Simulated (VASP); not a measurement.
# Pt (P6_3/mmc) in VASP: further runs, part 3 of 3

VASP 6.6.1. The steps go on from the part before.

## 6. Relaxation of cell and atoms, PBE

This run uses another cell than the first one, of 20.64 Å³/atom.

INCAR

```
  ALGO = Fast
  EDIFF = 1E-7
  EDIFFG = -0.04
  ENCUT = 600
  GGA = PE
  IBRION = 2
  ISIF = 3
  ISMEAR = 0
  LASPH = T
  LCHARG = F
  LREAL = F
  LWAVE = F
  NELM = 100
  NSW = 90
  PREC = Accurate
  SIGMA = 0.1
```

KPOINTS

```
k-points
0
Gamma
  6 6 4
```

POSCAR

```
Pt
1.0
    4.3609752053      0.0000000000      0.0000000000
   -2.1804876027      3.7767153131      0.0000000000
    0.0000000000      0.0000000000      5.0123498658
Pt
4
Direct
    0.0000000000      0.0000000000      0.2500000000
    0.0000000000      0.0000000000      0.7500000000
    0.3333333333      0.6666666667      0.7500000000
    0.6666666667      0.3333333333      0.2500000000
```

Potentials or basis: VASP PAW PBE potentials, release 64 (Pt).

The run is started by

```
> cat potpaw_PBE.64/Pt/POTCAR > POTCAR
> mpirun -np 1 vasp_std > vasp.out
```

It took 3.2 min on 1 thread of Intel Xeon 8259CL, shared host; peak memory 0.24 GiB.

It converged, with:

```
Free energy                           : -20.6850 eV
Relaxed volume                        : 20.72 Å³/atom
Relaxed cell                          : a = 4.356 Å, b = 4.356 Å, c = 5.043 Å, α = 90.00°, β = 90.00°, γ = 120.00°
Space group after relaxing (to 0.1 Å) : P6_3/mmc (No. 194)
Energy gained by relaxing             : 0.7 meV/atom
Ionic steps                           : 3
Pressure after relaxing               : 0.0 GPa
Band gap on the k mesh                : zero (bands 20 and 21 overlap by 1.59 eV)
```

The path:
```tsv
step	energy change (eV)	largest force (eV/Å)	pressure (GPa)	volume (Å³)
1	0.0000	0.0000	0.33	82.55
2	-0.0016	0.0000	-0.23	83.07
3	-0.0026	0.0000	-0.02	82.87
```

Final structure:
```yaml
crystal:
  lattice:
    - [4.35606, 0.00000, 0.00000]
    - [-2.17803, 3.77246, 0.00000]
    - [0.00000, 0.00000, 5.04274]
  atoms:
    - { symbol: Pt, position: [0.00000, 0.00000, 0.25000] }
    - { symbol: Pt, position: [0.00000, 0.00000, 0.75000] }
    - { symbol: Pt, position: [0.33333, 0.66667, 0.75000] }
    - { symbol: Pt, position: [0.66667, 0.33333, 0.25000] }
```

Levels at points of the mesh, in eV from the Fermi level:
```tsv
k point	band 18	band 19	band 20	band 21	band 22	band 23
(0.00, 0.00, 0.00)	-0.49	-0.23	-0.23	0.12	0.60	4.24
(0.50, 0.00, 0.00)	-0.09	-0.09	0.25	0.88	1.21	2.40
(0.00, 0.00, 0.50)	-1.02	-0.80	-0.80	-0.80	-0.80	7.98
(0.50, 0.00, 0.50)	-0.51	-0.13	-0.13	-0.03	-0.03	1.54
```

Caveat: spin-orbit coupling is left out, which moves the levels of the heavy elements.

## 7. The runs side by side

| task | cell | k mesh | cutoff (eV) | gap on the mesh (eV) | pressure (GPa) | largest force (eV/Å) |
| --- | --- | --- | --- | --- | --- | --- |
| single point | a = 3.164, b = 3.164, c = 8.123 Å, angles 90.0, 90.0, 120.0°, 4 atoms, atomic positions A | 6 × 6 × 2 | 500 | none | 173.6 | 81.44 |
| single point | a = 2.737, b = 2.737, c = 20.050 Å, angles 90.0, 90.0, 120.0°, 8 atoms, atomic positions B | 12 × 12 × 4 | 520 | none | -0.4 | 0.01 |
| single point | a = 3.069, b = 3.069, c = 8.359 Å, angles 90.0, 90.0, 120.0°, 4 atoms, atomic positions C | 6 × 6 × 2 | 520 | none | 361.1 | - |
| single point | a = 4.359, b = 4.359, c = 5.048 Å, angles 90.0, 90.0, 120.0°, 4 atoms, atomic positions C | 6 × 6 × 4 | 520 | none | -0.4 | - |
| relaxation of cell and atoms | relaxed from a = 4.361, b = 4.361, c = 5.012 Å, angles 90.0, 90.0, 120.0°, 4 atoms, atomic positions C | 6 × 6 × 4 | 600 | none | 0.0 | - |

Alike in all rows: level PBE; potentials or basis VASP PAW PBE potentials, release 64 (Pt); no spin polarisation; smearing gaussian 0.1 eV.

Caveats: some runs use coarse meshes; spin-orbit coupling is left out, which moves the levels of the heavy elements; atoms lie so close that the PAW spheres overlap strongly, which falsifies energies and pressures (at least some runs); forces of over 1 eV/Å act on the atoms, so gaps and moduli don't describe the material at rest (at least some runs).

Absolute energies hang on the potentials; compare differences alone.
